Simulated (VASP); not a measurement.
AlN: single point with PBE

AlN:

```
CELL_PARAMETERS angstrom
3.34098 0.00000 0.00000
-1.67049 2.89337 0.00000
0.00000 0.00000 4.22235
ATOMIC_POSITIONS crystal
Al 0.33333 0.66667 0.78818
Al 0.66667 0.33333 0.28818
N 0.33333 0.66667 0.17645
N 0.66667 0.33333 0.67645
```

- Program: VASP 6.6.1
- Task: single point
- Functional: PBE
- Potentials or basis: VASP PAW PBE potentials, release 64 (Al, N)
- Cutoff: 520 eV
- k mesh: 9 × 9 × 6
- Occupations: gaussian, width 0.05 eV
- Spin: no spin polarisation

| Item | Value |
| --- | --- |
| Pressure | 19.6 GPa |
| Largest force | 6.022 eV/Å |
| Band gap on the k mesh | 3.86 eV, direct |

Forces in eV/Å, atoms in the order of the input:
```
Al   0.000  0.000 -6.022
Al   0.000  0.000 -6.022
N    0.000  0.000  6.022
N    0.000  0.000  6.022
```

Stress tensor (GPa, compression positive):
```
-14.70   0.00   0.00
  0.00 -14.70   0.00
  0.00   0.00  88.12
```

Levels at points of the mesh, in eV from the valence-band top:
```tsv
k point	band 6	band 7	band 8	band 9	band 10	band 11
(0.00, 0.00, 0.00)	-0.65	-0.65	0.00	3.86	4.81	9.12
(0.00, 0.00, 0.50)	-1.45	-1.45	-1.45	5.73	5.73	9.33
```

Wall time 23 s on 1 thread of Intel(R) Xeon(R) Platinum 8259CL CPU @ 2.50GHz (Skylake/Cascade Lake) (shared host), peak memory 0.17 GiB.

Caveat: forces of over 1 eV/Å act on the atoms, so gaps and moduli don't describe the material at rest. A k mesh can miss the band edges.
